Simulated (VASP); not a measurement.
Write the native input for VASP 6.6.1 that does the following.

```
Task                   : single point
Functional             : LDA
Potentials or basis    : VASP PAW LDA potentials, release 64 (Sn_d, Se)
Cutoff                 : 520 eV
k mesh                 : 6 × 6 × 6
Occupations            : gaussian, width 0.01 eV
Spin                   : no spin polarisation
Dipole correction      : no
Further INCAR settings : ALGO = Normal; EDIFF = 1e-07; NBANDS = 17
```

The structure of SnSe lies in POSCAR:

```
SnSe
1.0
    0.0000000000      2.9589731932      2.9589731932
    2.9589731932      0.0000000000      2.9589731932
    2.9589731932      2.9589731932      0.0000000000
Sn Se
1 1
Direct
    0.0000000000      0.0000000000      0.0000000000
    0.5000000000      0.5000000000      0.5000000000
```

One way to write it, as run:

INCAR

```
PREC = Accurate
ENCUT = 520
EDIFF = 1E-7
ISMEAR = 0
SIGMA = 0.01
LREAL = False
LASPH = True
NELM = 60
ALGO = Normal
ISIF = 2
LWAVE = False
LCHARG = False
GGA = CA
NBANDS = 17
```

KPOINTS

```
Automatic mesh
0
Gamma
  6 6 6
```

Potentials or basis: VASP PAW LDA potentials, release 64 (Sn_d, Se).

Command:

```bash
$ cat potpaw_LDA.64/Sn_d/POTCAR potpaw_LDA.64/Se/POTCAR > POTCAR
$ mpirun -np 1 vasp_std > vasp.out
```

It gave:

```yaml
Pressure: -1.0 GPa
Band_gap_on_the_k_mesh: 0.85 eV, direct
```

Caveat: spin-orbit coupling is left out, which moves the levels of the heavy elements.

Wall time 10 s on 1 thread of Intel Xeon 8259CL, on a shared host, peak memory 0.16 GiB.
